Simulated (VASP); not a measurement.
# W: single point with PBE+D3(BJ)

System: W, a slab with vacuum.

```xyz
16
Lattice="6.3187 0.0000 0.0000 0.0000 6.3187 0.0000 0.0000 0.0000 25.8324" Properties=species:S:1:pos:R:3 pbc="T T T"
W     1.5797    4.7391    8.0000
W     1.5797    1.5797    8.0000
W     4.7391    4.7391    8.0000
W     4.7391    1.5797    8.0000
W     3.1594    3.1594    9.5797
W     3.1594    0.0000    9.5797
W     0.0000    3.1594    9.5797
W     0.0000    0.0000    9.5797
W     4.7243    1.5797   11.1980
W     4.7554    4.7381   11.2557
W     1.5783    1.5794   11.2036
W     1.5909    4.7396   11.2269
W     0.0002    0.0519   12.7444
W     0.0045    3.1127   12.7400
W     3.1545   -0.0215   12.6558
W     3.1482    3.1771   12.6554
```

```yaml
Program: VASP 6.6.1
Task: single point
Functional: PBE
Dispersion: D3(BJ)
Potentials_or_basis: VASP PAW PBE potentials, release 64 (W_sv)
Cutoff: 520 eV
k_mesh: 3 × 3 × 1
Occupations: gaussian, width 0.1 eV
Spin: no spin polarisation
Dipole_correction: yes
Further_INCAR_settings: LREAL = Auto; ALGO = Normal; EDIFF = 1e-06; NBANDS = 126
```

```yaml
Largest_force: 1.954 eV/Å
Band_gap_on_the_k_mesh: zero (bands 112 and 113 overlap by 0.32 eV)
Dispersion_energy_per_atom: -0.417 eV
```

Forces in eV/Å, atoms in the order of the input:
```
W    0.023  0.000  1.805
W    0.027  0.000  1.714
W   -0.013 -0.002  1.823
W   -0.045  0.001  1.731
W    0.034  0.115 -1.950
W    0.042 -0.117 -1.943
W   -0.008  0.029 -1.645
W   -0.014 -0.028 -1.636
W    0.310 -0.005  0.905
W    0.051  0.011  0.259
W   -0.182 -0.003  0.677
W   -0.304 -0.001  0.626
W    0.023  0.153 -0.904
W    0.042 -0.166 -0.866
W    0.011  0.029 -0.293
W    0.003 -0.016 -0.302
```

Levels at points of the mesh, in eV from the Fermi level:
```tsv
k point	band 109	band 110	band 111	band 112	band 113	band 114	band 115	band 116
(0.00, 0.00, 0.00)	-0.34	-0.19	-0.17	-0.13	0.30	0.31	0.63	0.67
```

Wall time 40 min on 1 thread of Intel(R) Xeon(R) Platinum 8375C CPU @ 2.90GHz (Ice Lake) (shared host), peak memory 1 GiB.

Caveat: spin-orbit coupling is left out, which moves the levels of the heavy elements.
